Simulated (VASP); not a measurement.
# HgTe (F-43m) in VASP: notebook

Runs on HgTe. Level: PBE. Tasks: single point.

All numbers are computed with VASP 6.6.1; they aren't measurements. Logs are shortened: lines on timing, memory, paths and dates and some standing lists are left out, and cuts for length are marked.

## 1. The cell of the first run

The structure is cubic, space group F-43m (No. 216). The conventional cell has a = 6.429 Å, b = 6.429 Å, c = 6.429 Å, α = 90.00°, β = 90.00°, γ = 90.00°. Hg (site symmetry -43m) has 4 Te at 2.78 Å within 3.7 Å. Te (site symmetry -43m) has 4 Hg at 2.78 Å within 3.7 Å.

## 2. Single point, PBE

Input file INCAR:

```
  PREC = Accurate
  ENCUT = 500
  EDIFF = 1E-6
  ISMEAR = 0
  SIGMA = 0.1
  LREAL = F
  LASPH = T
  NELM = 120
  ALGO = Normal
  ISIF = 2
  LWAVE = F
  LCHARG = F
  GGA = PE
  NBANDS = 16
  GGA_COMPAT = F
```

Input file KPOINTS:

```
regular mesh
0
Gamma
  4 4 4
```

Input file POSCAR:

```
HgTe
1.0
    0.0000000000      3.2145000000      3.2145000000
    3.2145000000      0.0000000000      3.2145000000
    3.2145000000      3.2145000000      0.0000000000
Hg Te
1 1
Direct
    0.0000000000      0.0000000000      0.0000000000
    0.2500000000      0.2500000000      0.2500000000
```

Potentials or basis: VASP PAW PBE potentials, release 64 (Hg, Te).

Started as:

```
cat potpaw_PBE.64/Hg/POTCAR potpaw_PBE.64/Te/POTCAR > POTCAR
mpirun -np 1 vasp_std > vasp.out
```

OUTCAR:

```text
PREC = Accurate
   ENCUT = 500
   EDIFF = 1E-6
   ISMEAR = 0
   LREAL = F
   LASPH = T
   NELM = 120
   ISIF = 2
   GGA = PE

 ion  position               nearest neighbor table
   1  0.000  0.000  0.000-   2 2.78   2 2.78   2 2.78   2 2.78
   2  0.250  0.250  0.250-   1 2.78   1 2.78   1 2.78   1 2.78

  LATTYP: Found a face centered cubic cell.
 ALAT       =     6.4290000000

  Lattice vectors:

 A1 = (   0.0000000000,   3.2145000000,   3.2145000000)
 A2 = (   3.2145000000,   0.0000000000,   3.2145000000)
 A3 = (   3.2145000000,   3.2145000000,   0.0000000000)

Analysis of symmetry for initial positions (statically):
=====================================================================
 Subroutine PRICEL returns:
 Original cell was already a primitive cell.

 Routine SETGRP: Setting up the symmetry group for a
 face centered cubic supercell.

 Subroutine GETGRP returns: Found 24 space group operations
 (whereof 24 operations were pure point group operations)
 out of a pool of 48 trial point group operations.

The static configuration has the point symmetry T_d .

Analysis of symmetry for dynamics (positions and initial velocities):
=====================================================================
 Subroutine PRICEL returns:
 Original cell was already a primitive cell.

 Routine SETGRP: Setting up the symmetry group for a
 face centered cubic supercell.

 Subroutine GETGRP returns: Found 24 space group operations
 (whereof 24 operations were pure point group operations)
 out of a pool of 48 trial point group operations.

The dynamic configuration has the point symmetry T_d .

 Subroutine INISYM returns: Found 24 space group operations
 (whereof 24 operations are pure point group operations),
 and found     1 'primitive' translations

----------------------------------------------------------------------------------------

                                     Primitive cell

  volume of cell :      66.4309

  direct lattice vectors                    reciprocal lattice vectors
     0.000000000  3.214500000  3.214500000    -0.155545186  0.155545186  0.155545186
     3.214500000  0.000000000  3.214500000     0.155545186 -0.155545186  0.155545186
     3.214500000  3.214500000  0.000000000     0.155545186  0.155545186 -0.155545186

  length of vectors
     4.545989496  4.545989496  4.545989496     0.269412165  0.269412165  0.269412165

  position of ions in fractional coordinates (direct lattice)
     0.000000000  0.000000000  0.000000000
[... 61 lines left out ...]
   EDIFF  = 0.1E-05   stopping-criterion for ELM
   LREAL  =      F    real-space projection
   EDIFFG = 0.1E-04   stopping-criterion for IOM
   NSW    =      0    number of steps for IOM
   IBRION =     -1    ionic relax: 0-MD 1-quasi-New 2-CG
   NFREE  =      0    steps in history (QN), initial steepest desc. (CG)
   ISIF   =      2    stress and relaxation
   ISYM   =      2    0-nonsym 1-usesym 2-fastsym
   POTIM  = 0.5000    time-step for ionic-motion
   TEBEG  =    0.0;   TEEND  =   0.0 temperature during run
   PSTRESS=    0.0 pullay stress
   NELECT =      18.0000    total number of electrons
   NUPDOWN=      -1.0000    fix difference up-down
   EMIN   =  10.00;   EMAX   =-10.00  energy-range for DOS
   EFERMI =   0.00;   METHOD = LEGACY
   ISMEAR =     0;   SIGMA  =   0.10  broadening in eV -4-tet -1-fermi 0-gaus
   EFERMI_NEDOS =   21; number of points for ismear=-14 and -15
   IALGO  =     38    algorithm
   IMIX   =      4    mixing-type and parameters
     AMIX     =   0.40;   BMIX     =  1.00
     AMIX_MAG =   1.60;   BMIX_MAG =  1.00
  volume/ion in A,a.u.               =      33.22       224.15
  Fermi-wavevector in a.u.,A,eV,Ry     =   1.059357  2.001894 15.268958  1.122237
  Thomas-Fermi vector in A             =   2.194699
   LORBIT       =      0    0 simple, 1 ext, 2 COOP (PROOUT), +10 PAW based schemes
   GGA     = PE    functional components
   LHFCALC =     F    Hartree Fock is set to
   AEXX    =    0.0000 exact exchange contribution
   IVDW    =     0    specifies the selected vdW correction
   LEPSILON=     F    determine dielectric tensor
   LRPA    =     F    only Hartree local field effects (RPA)
 non-spin polarized calculation
 Gauss-broadening in eV      SIGMA  =   0.10
  energy-cutoff  :      500.00
  volume of cell :       66.43
 maximum number of plane-waves:      1708
 NGX is ok and might be reduce to    36
   NGX = 17   NGY = 17   NGZ = 17

 number of electron      18.0000000 magnetization

 Free energy of the ion-electron system (eV)
  ---------------------------------------------------
  ext. energy  EPLUGINS =         0.00000000
  ---------------------------------------------------
  free energy    TOTEN  =        -3.46131633 eV

  energy without entropy =       -3.45890598  energy(sigma->0) =       -3.46011115

 E-fermi :   3.3312     XC(G=0):  -8.8020

 val. band max:        3.3007035567   @ k =   0.0000   0.0000   0.0000
 cond. band min:       3.9964397237   @ k =   0.5000   0.0000   0.0000
 fundamental gap:      0.6957361670
 Fermi energy:         3.3311605456

 k-point     1 :       0.0000    0.0000    0.0000
  band No.  band energies     occupation
      1      -8.8005      2.00000
      2      -4.1748      2.00000
      3      -4.1748      2.00000
      4      -4.1748      2.00000
      5      -3.6294      2.00000
      6      -3.6294      2.00000
[... 129 lines left out ...]
      3      -3.8959      2.00000
      4      -3.6824      2.00000
      5      -3.6721      2.00000
      6      -2.9766      2.00000
[... 8 lines left out ...]
     15      14.3903      0.00000
     16      14.4546      0.00000

------------------------ aborting loop because EDIFF is reached ----------------------------------------

  FORCE on cell =-STRESS in cart. coord.  units (eV):
  Direction    XX          YY          ZZ          XY          YZ          ZX
  --------------------------------------------------------------------------------------
  -------------------------------------------------------------------------------------
  Total        2.1104017      2.1104017      2.1104017      0.0000000      0.0000000      0.0000000
  in kB       50.8985519     50.8985519     50.8985519      0.0000000      0.0000000      0.0000000
  external PRESSURE =      50.8985519 kB  Pullay stress =       0.0000000 kB

 VOLUME and BASIS-vectors are now :
 -----------------------------------------------------------------------------
  energy-cutoff  :      500.00
  volume of cell :       66.43
      direct lattice vectors                 reciprocal lattice vectors
     0.000000000  3.214500000  3.214500000    -0.155545186  0.155545186  0.155545186
     3.214500000  0.000000000  3.214500000     0.155545186 -0.155545186  0.155545186
     3.214500000  3.214500000  0.000000000     0.155545186  0.155545186 -0.155545186

 POSITION                                       TOTAL-FORCE (eV/Angst)
 -----------------------------------------------------------------------------------
      0.00000      0.00000      0.00000        -0.000000     -0.000000     -0.000000
      1.60725      1.60725      1.60725         0.000000      0.000000      0.000000
 -----------------------------------------------------------------------------------
    total drift:                                0.000000      0.000000     -0.000000

  FREE ENERGIE OF THE ION-ELECTRON SYSTEM (eV)
  ---------------------------------------------------
  free  energy   TOTEN  =        -3.4613163269 eV

  energy  without entropy=       -3.4589059781  energy(sigma->0) =       -3.46011115
```

Wall time 5.5 s (1 thread of Intel Xeon 6975P-C (Granite Rapids), shared host); peak memory 0.2 GiB.

Results:

```
Free energy            : -3.4613 eV
Pressure               : 5.1 GPa
Band gap on the k mesh : zero (filled and empty bands touch)
```

Levels at points of the mesh, in eV from the Fermi level:
| k point | band 7 | band 8 | band 9 | band 10 | band 11 | band 12 |
| --- | --- | --- | --- | --- | --- | --- |
| (0.00, 0.00, 0.00) | -0.73 | -0.03 | -0.03 | -0.03 | 4.15 | 4.15 |
| (0.50, 0.00, 0.00) | -5.64 | -1.05 | -1.05 | 0.67 | 4.97 | 4.97 |
| (0.50, 0.50, 0.00) | -5.57 | -2.38 | -2.38 | 1.85 | 2.40 | 8.26 |

Caveat: the k points lie up to 0.42 Å⁻¹ apart; semilocal functionals underestimate gaps, so a narrow gap can read as zero; spin-orbit coupling is left out, which moves the levels of the heavy elements.

## 3. Single point, PBE

Input file INCAR:

```
SYSTEM = HgTe
PREC = Accurate
ENCUT = 500
EDIFF = 1E-6
ISMEAR = 0
SIGMA = 0.1
LREAL = .FALSE.
LASPH = .TRUE.
NELM = 120
ALGO = Normal
ISIF = 2
LWAVE = .FALSE.
LCHARG = .TRUE.
GGA = PE
LELF = .TRUE.
LVHAR = .TRUE.
NBANDS = 16
GGA_COMPAT = .FALSE.
```

Input file KPOINTS:

```
regular mesh
0
G
  8 8 8
  0 0 0
```

POSCAR is that of step 2.

Potentials or basis: VASP PAW PBE potentials, release 64 (Hg, Te).

Started as:

```
cat potpaw_PBE.64/Hg/POTCAR potpaw_PBE.64/Te/POTCAR > POTCAR
mpirun -np 1 vasp_std > vasp.out
```

Wall time 14 s (1 thread of Intel Xeon 6975P-C (Granite Rapids), shared host); peak memory 0.21 GiB.

It converged, with:

| Quantity | Value |
| --- | --- |
| Free energy | -3.5547 eV |
| Pressure | 4.6 GPa |
| Band gap on the k mesh | zero (filled and empty bands touch) |

Levels at points of the mesh, in eV from the Fermi level:
```csv
k point,band 6,band 7,band 8,band 9,band 10,band 11,band 12,band 13
"(0.00, 0.00, 0.00)",-6.93,-0.72,-0.03,-0.03,-0.03,4.17,4.17,4.17
"(0.50, 0.00, 0.00)",-6.62,-5.63,-1.05,-1.05,0.67,4.98,4.98,6.83
"(0.50, 0.50, 0.00)",-6.46,-5.56,-2.38,-2.38,1.86,2.41,8.25,8.90
```

Caveat: the cell stands under pressure; semilocal functionals underestimate gaps, so a narrow gap can read as zero; spin-orbit coupling is left out, which moves the levels of the heavy elements.

## 4. Single point, PBE

Input file INCAR:

```
SYSTEM = HgTe
  PREC = Accurate
  ENCUT = 500
  EDIFF = 1E-6
  ISMEAR = 0
  SIGMA = 0.1
  LREAL = .FALSE.
  LASPH = .TRUE.
  NELM = 120
  ALGO = Normal
  ISIF = 2
  LWAVE = .FALSE.
  LCHARG = .FALSE.
  GGA = PE
  NBANDS = 16
  GGA_COMPAT = .FALSE.
```

Input file KPOINTS:

```
Automatic mesh
0
G
  10 10 10
  0 0 0
```

POSCAR is that of step 3.

Potentials or basis: VASP PAW PBE potentials, release 64 (Hg, Te).

Started as:

```
cat potpaw_PBE.64/Hg/POTCAR potpaw_PBE.64/Te/POTCAR > POTCAR
mpirun -np 1 vasp_std > vasp.out
```

OUTCAR:

```text
SYSTEM = HgTe
   PREC = Accurate
   ENCUT = 500
   EDIFF = 1E-6
   ISMEAR = 0
   LREAL = .FALSE.
   LASPH = .TRUE.
   NELM = 120
   ISIF = 2
   GGA = PE

 ion  position               nearest neighbor table
   1  0.000  0.000  0.000-   2 2.78   2 2.78   2 2.78   2 2.78
   2  0.250  0.250  0.250-   1 2.78   1 2.78   1 2.78   1 2.78

  LATTYP: Found a face centered cubic cell.
 ALAT       =     6.4290000000

  Lattice vectors:

 A1 = (   0.0000000000,   3.2145000000,   3.2145000000)
[... 642 lines left out ...]

------------------------ aborting loop because EDIFF is reached ----------------------------------------

  FORCE on cell =-STRESS in cart. coord.  units (eV):
  Direction    XX          YY          ZZ          XY          YZ          ZX
  --------------------------------------------------------------------------------------
  -------------------------------------------------------------------------------------
  Total        1.9114471      1.9114471      1.9114471      0.0000000     -0.0000000      0.0000000
  in kB       46.1001753     46.1001753     46.1001753      0.0000000     -0.0000000      0.0000000
  external PRESSURE =      46.1001753 kB  Pullay stress =       0.0000000 kB

 VOLUME and BASIS-vectors are now :
 -----------------------------------------------------------------------------
  energy-cutoff  :      500.00
  volume of cell :       66.43
      direct lattice vectors                 reciprocal lattice vectors
     0.000000000  3.214500000  3.214500000    -0.155545186  0.155545186  0.155545186
     3.214500000  0.000000000  3.214500000     0.155545186 -0.155545186  0.155545186
     3.214500000  3.214500000  0.000000000     0.155545186  0.155545186 -0.155545186

 POSITION                                       TOTAL-FORCE (eV/Angst)
 -----------------------------------------------------------------------------------
      0.00000      0.00000      0.00000         0.000000      0.000000      0.000000
      1.60725      1.60725      1.60725        -0.000000     -0.000000     -0.000000
 -----------------------------------------------------------------------------------
    total drift:                                0.000000      0.000000     -0.000000

  FREE ENERGIE OF THE ION-ELECTRON SYSTEM (eV)
  ---------------------------------------------------
  free  energy   TOTEN  =        -3.5566511996 eV

  energy  without entropy=       -3.5564386646  energy(sigma->0) =       -3.55654493
```

Run time: 18 s. Hardware: 1 thread of Intel Xeon 6975P-C (Granite Rapids), shared host; peak memory 0.22 GiB.

Results:

```
Free energy            : -3.5567 eV
Pressure               : 4.6 GPa
Band gap on the k mesh : zero (filled and empty bands touch)
```

Caveat: the cell stands under pressure; semilocal functionals underestimate gaps, so a narrow gap can read as zero; spin-orbit coupling is left out, which moves the levels of the heavy elements.

## 5. Overview

```tsv
k mesh	gap on the mesh (eV)	pressure (GPa)
4 × 4 × 4	none	5.1
8 × 8 × 8	none	4.6
10 × 10 × 10	none	4.6
```

Alike in all rows: task single point; level PBE; potentials or basis VASP PAW PBE potentials, release 64 (Hg, Te); no spin polarisation; cell as given; cutoff (eV) 500; smearing gaussian 0.1 eV.

Caveats: some runs use coarse meshes; semilocal functionals underestimate gaps, so a narrow gap can read as zero; spin-orbit coupling is left out, which moves the levels of the heavy elements; the cell stands under pressure (at least some runs).

Total energies depend on the potentials used, so only differences within one code and one set of settings carry meaning.
